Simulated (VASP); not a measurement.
A run of VASP 6.6.1 is set up as follows.

POSCAR

```
HfO2
1.0
    4.8298868271      0.0000000000      0.0000000000
    0.0000000000      4.8298868271      0.0000000000
    0.0000000000      0.0000000000      3.2170505714
Hf O
2 4
Direct
    0.0000000000      0.0000000000      0.0000000000
    0.5000000000      0.5000000000      0.5000000000
    0.1949463689      0.8050536311      0.5000000000
    0.3050536311      0.3050536311      0.0000000000
    0.6949463689      0.6949463689      0.0000000000
    0.8050536311      0.1949463689      0.5000000000
```

File INCAR.step1:

```
PREC = Accurate
ENCUT = 520
ISMEAR = -1
SIGMA = 0.02
LREAL = False
LASPH = True
NELM = 60
NBANDS = 31
GGA = PE
ALGO = Normal
EDIFF = 1E-4
LWAVE = True
LCHARG = False
```

The input INCAR.step2:

```
PREC = Accurate
ENCUT = 520
EDIFF = 1E-6
ISMEAR = -1
SIGMA = 0.02
LREAL = False
LASPH = True
NELM = 60
ALGO = Normal
ISIF = 2
LWAVE = False
LCHARG = True
METAGGA = R2SCAN
LMIXTAU = True
IVDW = 13
VDW_S6 = 1.0
VDW_S8 = 0.6018749
VDW_A1 = 0.51559235
VDW_A2 = 5.77342911
LELF = True
LVHAR = True
NBANDS = 31
ISTART = 1
```

KPOINTS

```
Automatic mesh
0
Gamma
  6 6 8
```

Potentials or basis: VASP PAW PBE potentials, release 64 (Hf_pv, O).

Launch:

```console
$ cat potpaw_PBE.64/Hf_pv/POTCAR potpaw_PBE.64/O/POTCAR > POTCAR
$ cp INCAR.step1 INCAR
$ mpirun -np 1 vasp_std > vasp.out
$ cp INCAR.step2 INCAR
$ mpirun -np 1 vasp_std > vasp.out
```

Task: What does it give for the dispersion energy per atom?

Result: -0.068 eV.

Task: Estimate the largest force.

Result: 0.049 eV/Å.

Forces in eV/Å, atoms in the order of the input:
```
Hf   0.000  0.000  0.000
Hf   0.000  0.000  0.000
O   -0.035  0.035  0.000
O    0.035  0.035  0.000
O   -0.035 -0.035  0.000
O    0.035 -0.035  0.000
```

Caveat: the PAW data sets were made with another functional, which shifts forces and pressure a little.
